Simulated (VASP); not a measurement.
Here is a VASP 6.6.1 calculation.

File INCAR:

```
SYSTEM = SiC3
PREC = Accurate
ENCUT = 520
EDIFF = 1E-6
ISMEAR = 0
SIGMA = 0.1
LREAL = .False.
LASPH = .True.
NELM = 150
ALGO = Normal
ISIF = 2
LWAVE = .False.
LCHARG = .True.
ISPIN = 2
MAGMOM = 0 1 1 1
LORBIT = 11
GGA = PE
LELF = .True.
LVHAR = .True.
NBANDS = 20
```

The input KPOINTS:

```
regular mesh
0
Gamma
  6 6 4
  0 0 0
```

POSCAR

```
SiC3
1.0
    3.2405592200      0.0000000000      0.0000000000
   -1.6202796100      2.8064066000      0.0000000000
    0.0000000000      0.0000000000      4.9510651000
Si C
1 3
Direct
    0.0000000000      0.0000000000      0.0000000000
    0.0000000000      0.0000000000      0.7199185100
    0.0000000000      0.0000000000      0.2800814900
    0.6666666700      0.3333333300      0.5000000000
```

Potentials or basis: VASP PAW PBE potentials, release 64 (Si, C).

Launch:

```console
$ cat potpaw_PBE.64/Si/POTCAR potpaw_PBE.64/C/POTCAR > POTCAR
$ mpirun -np 1 vasp_std > vasp.out
```

(1) What does it give for the largest force?

(2) Estimate the band gap on the k mesh.

(3) Estimate the net moment.

(4) What does it give for the pressure?

## Answers

(1) 25.152 eV/Å.

(2) zero (filled and empty bands overlap).

(3) 0.00 μB per cell.

(4) 55.3 GPa.

Caveat: the k points lie up to 0.37 Å⁻¹ apart; forces of over 1 eV/Å act on the atoms, so gaps and moduli don't describe the material at rest.
